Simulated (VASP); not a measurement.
Here is a VASP 6.6.1 calculation.

The input INCAR:

```
ALGO = Normal
EDIFF = 1E-7
EDIFFG = -0.005
ENCUT = 600
GGA = PE
IBRION = 2
ISIF = 3
ISMEAR = -1
LASPH = True
LCHARG = False
LREAL = False
LWAVE = False
NELM = 60
NSW = 32
PREC = Accurate
PSTRESS = 260.0
SIGMA = 0.05
```

Contents of KPOINTS:

```
k-points
0
Gamma
  19 19 19
```

The input POSCAR:

```
O
1.0
    0.0000000000      1.5175294132      1.5175294132
    1.5175294132      0.0000000000      1.5175294132
    1.5175294132      1.5175294132      0.0000000000
O
1
Direct
    0.0000000000      0.0000000000      0.0000000000
```

Potentials or basis: VASP PAW PBE potentials, release 64 (O).

The run is started by

```sh
$ cat potpaw_PBE.64/O/POTCAR > POTCAR
$ mpirun -np 1 vasp_std > vasp.out
```

Q: Predict the band gap on the k mesh.

A: Zero (bands 3 and 4 overlap by 3.99 eV).

Q: Predict the space group after relaxing (to 0.1 Å).

A: Fm-3m (No. 225).

The path:
```tsv
step	energy change (eV)	largest force (eV/Å)	pressure (GPa)	volume (Å³)
1	0.0000	0.0000	25.43	6.99
2	0.0041	0.0000	26.32	6.96
3	0.0026	0.0000	26.00	6.97
```

Caveat: the cell is relaxed towards a set pressure, so the run minimises the enthalpy, not the energy.
